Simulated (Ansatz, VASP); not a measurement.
## AlN in VASP and in Ansatz

POSCAR

```
AlN
1.0
    0.0000000000      2.0188684513      2.0188684513
    2.0188684513      0.0000000000      2.0188684513
    2.0188684513      2.0188684513      0.0000000000
Al N
1 1
Direct
    0.0000000000      0.0000000000      0.0000000000
    0.5000000000      0.5000000000      0.5000000000
```

INCAR.step1

```
PREC = Accurate ; ENCUT = 520
EDIFF = 1E-5 ; ISMEAR = 0
SIGMA = 0.01 ; LREAL = False
LASPH = True ; NELM = 80
ALGO = Normal ; ISIF = 2
LWAVE = True ; LCHARG = False
GGA = PE ; NBANDS = 11
```

INCAR.step2

```
PREC = Accurate ; ENCUT = 520
EDIFF = 1E-6 ; ISMEAR = 0
SIGMA = 0.01 ; LREAL = False
LASPH = True ; NELM = 80
ALGO = Normal ; ISIF = 2
LWAVE = False ; LCHARG = False
GGA = PE ; LHFCALC = True
HFSCREEN = 0.2079 ; PRECFOCK = Normal
ISTART = 1 ; NBANDS = 11
```

KPOINTS

```
regular mesh
0
Gamma
  8 8 8
```

Input for Ansatz:

```yaml
crystal:
  lattice:
    - [0.0, 2.0188684513, 2.0188684513]
    - [2.0188684513, 0.0, 2.0188684513]
    - [2.0188684513, 2.0188684513, 0.0]
  atoms:
    - { symbol: Al, position: [0.0, 0.0, 0.0] }
    - { symbol: "N", position: [0.5, 0.5, 0.5] }
kpoints:
  mp_grid: { grid: [8, 8, 8] }
  band_path:
    path:
      - [0.0, 0.0, 0.0]
      - [0.5, 0.0, 0.5]
      - [0.625, 0.25, 0.625]
      - [0.375, 0.375, 0.75]
      - [0.5, 0.5, 0.5]
      - [0.5, 0.25, 0.75]
    npoints: 1
hamiltonian:
  xc: hse06
scf:
  occupations: { method: fixed }
  n_extra_bands: 4
output:
  forces: true
  stress: true
  eigenvalues: true
```

Alike in both runs: task single point; functional HSE06; k mesh 8 × 8 × 8; no spin polarisation.

|  | VASP | Ansatz |
| --- | --- | --- |
| version | VASP 6.6.1 | Ansatz 0.2.0 |
| potentials or method | VASP PAW PBE potentials, release 64 (Al, N) | plane waves, PAW |
| plane-wave cutoff (eV) | 520 | 420 |
| occupations | gaussian, width 0.01 eV | fixed |
| valence electrons in the cell | 8 | 8 |

|  | VASP | Ansatz | Ansatz less VASP |
| --- | --- | --- | --- |
| gap on the k mesh at the Fermi level (eV) | 6.01 | 6.08 | +0.069 |
| pressure (GPa) | -1.5 | -1.5 | -0.09 |

Ansatz's warnings: stress exchange threshold loose, stress scf threshold loose.
